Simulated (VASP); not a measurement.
AlN: single point with PBEsol

AlN:

```xyz
2
Lattice="0.0000 2.1887 2.1887 2.1887 0.0000 2.1887 2.1887 2.1887 0.0000" Properties=species:S:1:pos:R:3 pbc="T T T"
Al    0.0099    0.0000    0.0000
N     3.2640    3.2830    3.2830
```

This cell differs from its parent crystal: mode 4 frozen in at -0.019 Å, strain +e along z and -e/2 along x and y +0.0000.

| Property | Result |
| --- | --- |
| Program | VASP 6.6.1 |
| Task | single point |
| Functional | PBEsol |
| Potentials or basis | VASP PAW PBE potentials, release 64 (Al, N) |
| Cutoff | 520 eV |
| k mesh | 10 × 10 × 10 |
| Occupations | gaussian, width 0.05 eV |
| Spin | no spin polarisation |

```yaml
Pressure: 0.1 GPa
Largest_force: 0.415 eV/Å
Band_gap_on_the_k_mesh: 3.11 eV, indirect (least direct gap 4.00 eV)
```

Forces in eV/Å, atoms in the order of the input:
```
Al  -0.415  0.000  0.000
N    0.415  0.000  0.000
```

Stress tensor (GPa, compression positive):
```
 0.01  0.00  0.00
 0.00  0.17 -2.00
 0.00 -2.00  0.17
```

Levels at points of the mesh, in eV from the valence-band top:
```tsv
k point	band 1	band 2	band 3	band 4	band 5	band 6	band 7	band 8	band 9
(0.00, 0.00, 0.00)	-15.00	-0.15	-0.07	0.00	4.00	12.32	12.33	12.34	17.45
(0.50, 0.00, 0.00)	-12.94	-5.94	-0.63	-0.53	7.17	9.66	10.88	10.94	17.66
(0.00, 0.50, 0.00)	-12.93	-5.98	-0.58	-0.49	7.13	9.63	10.90	10.97	17.66
(0.50, 0.50, 0.00)	-12.29	-5.00	-1.86	-1.86	3.11	8.36	13.71	15.47	15.48
(0.00, 0.50, 0.50)	-12.29	-5.00	-1.91	-1.80	3.11	8.37	13.71	15.46	15.49
```

Wall time 10 s on 1 thread of Intel(R) Xeon(R) 6975P-C (Granite Rapids), on a shared host, peak memory 0.15 GiB.

Caveat: the cell differs from its parent crystal (mode 4 frozen in at -0.019 Å, strain +e along z and -e/2 along x and y +0.0000); the PAW data sets were made with another functional, which shifts forces and pressure a little. A k mesh can miss the band edges.
